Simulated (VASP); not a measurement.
# Nb in VASP: relaxation of the atoms with PBE

Aim: the relaxation of the atoms of Nb with PBE.

Program: VASP 6.6.1. These are calculated values, not measurements. Logs are shortened: lines on timing, memory, paths and dates and some standing lists are left out, and cuts for length are marked.

## 1. The cell of the first run

The cell holds a slab with vacuum, 3 atoms: a = 2.983 Å, b = 2.983 Å, c = 18.218 Å, α = 90.00°, β = 90.00°, γ = 90.00°.

## 2. Relaxation of the atoms, PBE

Input file INCAR:

```
ALGO = Normal
DIPOL = 0.5 0.5 0.500
EDIFF = 1E-7
EDIFFG = -0.03
ENCUT = 520
GGA = PE
IBRION = 2
IDIPOL = 3
ISIF = 2
ISMEAR = 0
LASPH = True
LCHARG = False
LDIPOL = True
LREAL = False
LWAVE = False
NELM = 60
NSW = 70
PREC = Accurate
SIGMA = 0.1
```

Input file KPOINTS:

```
k-points
0
Gamma
  10 10 1
```

Input file POSCAR:

```
Nb
1.0
    2.9829001615      0.0000000000      0.0000000000
    0.0000000000      2.9829001615      0.0000000000
    0.0000000000      0.0000000000     18.2184578637
Nb
3
Selective dynamics
Direct
    0.5000000000      0.5000000000      0.3842257151  F F F
    0.0000000000      0.0000000000      0.5000000000  T T T
    0.5000000000      0.5000000000      0.6157742849  T T T
```

Potentials or basis: VASP PAW PBE potentials, release 64 (Nb_sv).

Command:

```bash
> cat potpaw_PBE.64/Nb_sv/POTCAR > POTCAR
> mpirun -np 1 vasp_std > vasp.out
```

OUTCAR:

```text
EDIFF = 1E-7
   EDIFFG = -0.03
   ENCUT = 520
   GGA = PE
   IBRION = 2
   ISIF = 2
   ISMEAR = 0
   LASPH = True
   LREAL = False
   NELM = 60
   NSW = 70
   PREC = Accurate

 ion  position               nearest neighbor table
   1  0.500  0.500  0.384-   2 2.98   2 2.98   2 2.98   2 2.98
   2  0.000  0.000  0.500-   1 2.98   3 2.98   1 2.98   3 2.98   1 2.98   3 2.98   1 2.98   3 2.98

   3  0.500  0.500  0.616-   2 2.98   2 2.98   2 2.98   2 2.98

  LATTYP: Found a simple tetragonal cell.
 ALAT       =     2.9829001615
 C/A-ratio  =     6.1076324642

  Lattice vectors:

 A1 = (   2.9829001615,   0.0000000000,   0.0000000000)
 A2 = (   0.0000000000,   2.9829001615,   0.0000000000)
 A3 = (   0.0000000000,   0.0000000000,  18.2184578637)

Analysis of symmetry for initial positions (statically):
=====================================================================
 Subroutine PRICEL returns:
 Original cell was already a primitive cell.

 Routine SETGRP: Setting up the symmetry group for a
 simple tetragonal supercell.

 Subroutine GETGRP returns: Found 16 space group operations
 (whereof 16 operations were pure point group operations)
 out of a pool of 16 trial point group operations.

The static configuration has the point symmetry D_4h.

Analysis of symmetry for dynamics (positions and initial velocities):
=====================================================================
 Subroutine PRICEL returns:
 Original cell was already a primitive cell.

 Routine SETGRP: Setting up the symmetry group for a
 simple tetragonal supercell.

 Subroutine GETGRP returns: Found 16 space group operations
 (whereof 16 operations were pure point group operations)
 out of a pool of 16 trial point group operations.

The dynamic configuration has the point symmetry D_4h.

Analysis of constrained symmetry for selective dynamics:
=====================================================================
 Subroutine PRICEL returns:
 Original cell was already a primitive cell.

 Routine SETGRP: Setting up the symmetry group for a
 simple tetragonal supercell.

 Subroutine GETGRP returns: Found  8 space group operations
 (whereof  8 operations were pure point group operations)
 out of a pool of 16 trial point group operations.

The constrained configuration has the point symmetry C_4v.

 Subroutine INISYM returns: Found  8 space group operations
 (whereof  8 operations are pure point group operations),
 and found     1 'primitive' translations

----------------------------------------------------------------------------------------

                                     Primitive cell

  volume of cell :     162.1023

  direct lattice vectors                    reciprocal lattice vectors
     2.982900161  0.000000000  0.000000000     0.335244207  0.000000000  0.000000000
     0.000000000  2.982900161  0.000000000     0.000000000  0.335244207  0.000000000
     0.000000000  0.000000000 18.218457864     0.000000000  0.000000000  0.054889388

  length of vectors
     2.982900161  2.982900161 18.218457864     0.335244207  0.335244207  0.054889388

  position of ions in fractional coordinates (direct lattice)
     0.500000000  0.500000000  0.384225715
     0.000000000  0.000000000  0.500000000
     0.500000000  0.500000000  0.615774285

  ion indices of the primitive-cell ions
   primitive index   ion index
                 1           1
                 2           2
                 3           3

----------------------------------------------------------------------------------------

 KPOINTS: k-points

Automatic generation of k-mesh.
 Grid dimensions read from file:
 generate k-points for:   10   10    1

 Generating k-lattice:

  Cartesian coordinates                     Fractional coordinates (reciprocal lattice)
     0.033524421  0.000000000  0.000000000     0.100000000  0.000000000  0.000000000
     0.000000000  0.033524421  0.000000000     0.000000000  0.100000000  0.000000000
     0.000000000  0.000000000  0.054889388     0.000000000  0.000000000  1.000000000

  Length of vectors
     0.033524421  0.033524421  0.054889388

  Shift w.r.t. Gamma in fractional coordinates (k-lattice)
     0.000000000  0.000000000  0.000000000

 Subroutine IBZKPT returns following result:
 ===========================================

 Found     21 irreducible k-points:

 Following reciprocal coordinates:
            Coordinates               Weight
  0.000000  0.000000  0.000000      1.000000
  0.100000  0.000000  0.000000      4.000000
  0.200000  0.000000  0.000000      4.000000
  0.300000  0.000000  0.000000      4.000000
  0.400000  0.000000  0.000000      4.000000
  0.500000  0.000000  0.000000      2.000000
[... 13 lines left out ...]
  0.500000  0.400000  0.000000      4.000000
  0.500000  0.500000  0.000000      1.000000
   k-points           NKPTS =     21   k-points in BZ     NKDIM =     21   number of bands    NBANDS=     23
   number of dos      NEDOS =    301   number of ions     NIONS =      3
   total plane-waves  NPLWV =  80640
   dimension x,y,z NGX =    24 NGY =   24 NGZ =  140
   dimension x,y,z NGXF=    48 NGYF=   48 NGZF=  280
   ions per type =               3
   NGX,Y,Z   is equivalent  to a cutoff of  13.38, 13.38, 12.78 a.u.
   NGXF,Y,Z  is equivalent  to a cutoff of  26.75, 26.75, 25.55 a.u.
 SYSTEM =  unknown system
   PREC   = accura    normal or accurate (medium, high low for compatibility)
   ISTART =      0    job   : 0-new  1-cont  2-samecut
   ICHARG =      2    charge: 1-file 2-atom 10-const
   ISPIN  =      1    spin polarized calculation?
   LNONCOLLINEAR =      F non collinear calculations
   LSORBIT =      F    spin-orbit coupling
   LASPH  =      T    aspherical Exc in radial PAW
   ENCUT  =  520.0 eV  38.22 Ry    6.18 a.u.   5.55  5.55 33.87*2*pi/ulx,y,z
   NELM   =     60;   NELMIN=  2; NELMDL= -5     # of ELM steps
   EDIFF  = 0.1E-06   stopping-criterion for ELM
   LREAL  =      F    real-space projection
   EDIFFG = -.3E-01   stopping-criterion for IOM
   NSW    =     70    number of steps for IOM
   IBRION =      2    ionic relax: 0-MD 1-quasi-New 2-CG
   NFREE  =      1    steps in history (QN), initial steepest desc. (CG)
   ISIF   =      2    stress and relaxation
   ISYM   =      2    0-nonsym 1-usesym 2-fastsym
   POTIM  = 0.5000    time-step for ionic-motion
   TEBEG  =    0.0;   TEEND  =   0.0 temperature during run
   PSTRESS=    0.0 pullay stress
   NELECT =      39.0000    total number of electrons
   NUPDOWN=      -1.0000    fix difference up-down
   EMIN   =  10.00;   EMAX   =-10.00  energy-range for DOS
   EFERMI =   0.00;   METHOD = LEGACY
   ISMEAR =     0;   SIGMA  =   0.10  broadening in eV -4-tet -1-fermi 0-gaus
   EFERMI_NEDOS =   21; number of points for ismear=-14 and -15
   IALGO  =     38    algorithm
   IMIX   =      4    mixing-type and parameters
     AMIX     =   0.40;   BMIX     =  1.00
     AMIX_MAG =   1.60;   BMIX_MAG =  1.00
  volume/ion in A,a.u.               =      54.03       364.64
  Fermi-wavevector in a.u.,A,eV,Ry     =   1.018201  1.924120 14.105602  1.036732
  Thomas-Fermi vector in A             =   2.151645
   LORBIT       =      0    0 simple, 1 ext, 2 COOP (PROOUT), +10 PAW based schemes
   GGA     = PE    functional components
   LHFCALC =     F    Hartree Fock is set to
   AEXX    =    0.0000 exact exchange contribution
   IVDW    =     0    specifies the selected vdW correction
   LEPSILON=     F    determine dielectric tensor
   LRPA    =     F    only Hartree local field effects (RPA)
 conjugate gradient relaxation of ions
 non-spin polarized calculation
 Gauss-broadening in eV      SIGMA  =   0.10
  energy-cutoff  :      520.00
  volume of cell :      162.10
 maximum number of plane-waves:      4395
 NGX is ok and might be reduce to    24
   NGX = 11   NGY = 11   NGZ = 67

--------------------------------------- Ionic step        1  -------------------------------------------

 number of electron      39.0000005 magnetization

 Free energy of the ion-electron system (eV)
  ---------------------------------------------------
  ext. energy  EPLUGINS =         0.00000000
  ---------------------------------------------------
  free energy    TOTEN  =       -27.37879459 eV

  energy without entropy =      -27.34772223  energy(sigma->0) =      -27.36325841

------------------------ aborting loop because EDIFF is reached ----------------------------------------

  FORCE on cell =-STRESS in cart. coord.  units (eV):
  Direction    XX          YY          ZZ          XY          YZ          ZX
  --------------------------------------------------------------------------------------
  -------------------------------------------------------------------------------------
  Total       -6.9974496     -6.9974496      0.1434417      0.0000000      0.0000000     -0.0000000
  in kB      -69.1610082    -69.1610082      1.4177408      0.0000000      0.0000000     -0.0000000
  external PRESSURE =     -45.6347586 kB  Pullay stress =       0.0000000 kB

 VOLUME and BASIS-vectors are now :
 -----------------------------------------------------------------------------
  energy-cutoff  :      520.00
  volume of cell :      162.10
      direct lattice vectors                 reciprocal lattice vectors
     2.982900161  0.000000000  0.000000000     0.335244207  0.000000000  0.000000000
     0.000000000  2.982900161  0.000000000     0.000000000  0.335244207  0.000000000
     0.000000000  0.000000000 18.218457864     0.000000000  0.000000000  0.054889388
[... 38 lines left out ...]
 POSITION                                       TOTAL-FORCE (eV/Angst)
 -----------------------------------------------------------------------------------
      1.49145      1.49145      7.00000        -0.000000      0.000000     -0.041201
      0.00000      0.00000      9.10923         0.000000      0.000000      0.007832
      1.49145      1.49145     11.22048        -0.000000      0.000000      0.033369
 -----------------------------------------------------------------------------------
    total drift:                                0.000000      0.000000     -0.000617

  FREE ENERGIE OF THE ION-ELECTRON SYSTEM (eV)
  ---------------------------------------------------
  free  energy   TOTEN  =       -27.3788702978 eV

  energy  without entropy=      -27.3477465474  energy(sigma->0) =      -27.36330842

 dipolmoment           0.000000      0.000000     -0.000340 electrons x Angstroem

--------------------------------------- Ionic step        3  -------------------------------------------

 number of electron      39.0000005 magnetization

 dipolmoment           0.000000      0.000000      0.000383 electrons x Angstroem

 Free energy of the ion-electron system (eV)
  ---------------------------------------------------
  ext. energy  EPLUGINS =         0.00000000
  ---------------------------------------------------
  free energy    TOTEN  =       -27.37899794 eV

  energy without entropy =      -27.34774061  energy(sigma->0) =      -27.36336927

 E-fermi :   1.1593     XC(G=0):  -5.5247

 val. band max:        1.1550355743   @ k =   0.4000   0.0000   0.0000
 cond. band min:       1.1603776494   @ k =   0.2000   0.2000   0.0000
 fundamental gap:      0.0053420751
 Fermi energy:         1.1593305560

 k-point     1 :       0.0000    0.0000    0.0000
  band No.  band energies     occupation
      1     -53.9003      2.00000
      2     -53.8443      2.00000
      3     -53.7074      2.00000
      4     -30.2644      2.00000
      5     -29.9731      2.00000
      6     -29.6505      2.00000
[... 15 lines left out ...]
     22       1.6627      0.00000
     23       2.8782      0.00000
[... 499 lines left out ...]
      3     -53.6361      2.00000
      4     -30.2867      2.00000
      5     -30.2867      2.00000
      6     -30.0661      2.00000
[... 15 lines left out ...]
     22       3.2657      0.00000
     23       4.1689      0.00000

------------------------ aborting loop because EDIFF is reached ----------------------------------------

 vacuum level on the upper side and lower side of the slab       (xc-potential included)        -0.255        -0.266

  FORCE on cell =-STRESS in cart. coord.  units (eV):
  Direction    XX          YY          ZZ          XY          YZ          ZX
  --------------------------------------------------------------------------------------
  -------------------------------------------------------------------------------------
  Total       -7.0840432     -7.0840432      0.0690857      0.0000000      0.0000000      0.0000000
  in kB      -70.0168766    -70.0168766      0.6828254      0.0000000      0.0000000      0.0000000
  external PRESSURE =     -46.4503093 kB  Pullay stress =       0.0000000 kB

 VOLUME and BASIS-vectors are now :
 -----------------------------------------------------------------------------
  energy-cutoff  :      520.00
  volume of cell :      162.10
      direct lattice vectors                 reciprocal lattice vectors
     2.982900161  0.000000000  0.000000000     0.335244207  0.000000000  0.000000000
     0.000000000  2.982900161  0.000000000     0.000000000  0.335244207  0.000000000
     0.000000000  0.000000000 18.218457864     0.000000000  0.000000000  0.054889388

 POSITION                                       TOTAL-FORCE (eV/Angst)
 -----------------------------------------------------------------------------------
      1.49145      1.49145      7.00000         0.000000      0.000000     -0.039315
      0.00000      0.00000      9.10923         0.000000      0.000000      0.029992
      1.49145      1.49145     11.22655         0.000000     -0.000000      0.009323
 -----------------------------------------------------------------------------------
    total drift:                                0.000000     -0.000000     -0.000453

  FREE ENERGIE OF THE ION-ELECTRON SYSTEM (eV)
  ---------------------------------------------------
  free  energy   TOTEN  =       -27.3789979359 eV

  energy  without entropy=      -27.3477406109  energy(sigma->0) =      -27.36336927

 reached required accuracy - stopping structural energy minimisation

 vacuum level on the upper side and lower side of the slab         5.341         5.329
```

Wall time 5.3 min (1 thread of AMD EPYC 7R43 (Zen 3), shared host); peak memory 0.28 GiB.

What came out:

* Free energy: -27.3790 eV
* Energy gained by relaxing: 0.1 meV/atom
* Ionic steps: 3
* Band gap on the k mesh: zero (an odd number of electrons rules out a gap without spin polarisation)

The path:
| step | energy change (eV) | largest force on free atoms (eV/Å) | pressure (GPa) |
| --- | --- | --- | --- |
| 1 | 0.0000 | 0.0419 | -4.56 |
| 2 | -0.0001 | 0.0334 | -4.58 |
| 3 | -0.0002 | 0.0300 | -4.65 |

Final structure:
```
CELL_PARAMETERS angstrom
2.98290 0.00000 0.00000
0.00000 2.98290 0.00000
0.00000 0.00000 18.21846
ATOMIC_POSITIONS crystal
Nb 0.50000 0.50000 0.38423
Nb 0.00000 0.00000 0.50000
Nb 0.50000 0.50000 0.61622
```
